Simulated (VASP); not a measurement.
Wanted: the native input for a VASP 6.6.1 run.

```yaml
Task: relaxation of cell and atoms
Functional: LDA
Potentials_or_basis: VASP PAW LDA potentials, release 64 (Na_pv)
Cutoff: 600 eV
k_mesh: 14 × 14 × 8
Occupations: fermi-dirac, width 0.1 eV
Spin: no spin polarisation
Target_pressure: 2 GPa
Dipole_correction: no
Further_INCAR_settings: ALGO = Normal; EDIFF = 1e-07; IBRION = 2; EDIFFG = -0.002; NSW = 100; ISIF = 3
```

The structure of Na lies in POSCAR:

```
Na
1.0
    3.6185680295      0.0000000000      0.0000000000
   -1.8092840147      3.1337718388      0.0000000000
    0.0000000000      0.0000000000      5.9092932138
Na
2
Direct
    0.3333333333      0.6666666667      0.2500000000
    0.6666666667      0.3333333333      0.7500000000
```

This isn't the form of Na at room conditions, which is bcc.

One way to write it, as run:

INCAR

```
  ALGO = Normal
  EDIFF = 1E-7
  EDIFFG = -0.002
  ENCUT = 600
  IBRION = 2
  ISIF = 3
  ISMEAR = -1
  LASPH = T
  LCHARG = F
  LREAL = F
  LWAVE = F
  NELM = 80
  NSW = 100
  PREC = Accurate
  PSTRESS = 20.0
  SIGMA = 0.1
```

KPOINTS

```
k-points
0
Gamma
  14 14 8
```

Potentials or basis: VASP PAW LDA potentials, release 64 (Na_pv).

Run with:

```console
$ cat potpaw_LDA.64/Na_pv/POTCAR > POTCAR
$ mpirun -np 1 vasp_std > vasp.out
```

It gave:

```
Relaxed volume                                             : 28.36 Å³/atom
Relaxed cell                                               : a = 3.423 Å, b = 3.423 Å, c = 5.591 Å, α = 90.00°, β = 90.00°, γ = 120.00°
Space group after relaxing (to 0.1 Å)                      : P6_3/mmc (No. 194)
Energy change on relaxing (the run minimises the enthalpy) : +27.3 meV/atom
Ionic steps                                                : 6
Pressure after relaxing                                    : 2.0 GPa
Band gap on the k mesh                                     : zero (bands 7 and 8 overlap by 4.78 eV)
```

Caveat: the cell is relaxed towards a set pressure, so the run minimises the enthalpy, not the energy; the volume moved by over 15 % at a fixed basis, so the end points are rough.

Wall time 5.3 min on 1 thread of Oxide Virtual Turin-like Processor, with other jobs on the host, peak memory 0.19 GiB.
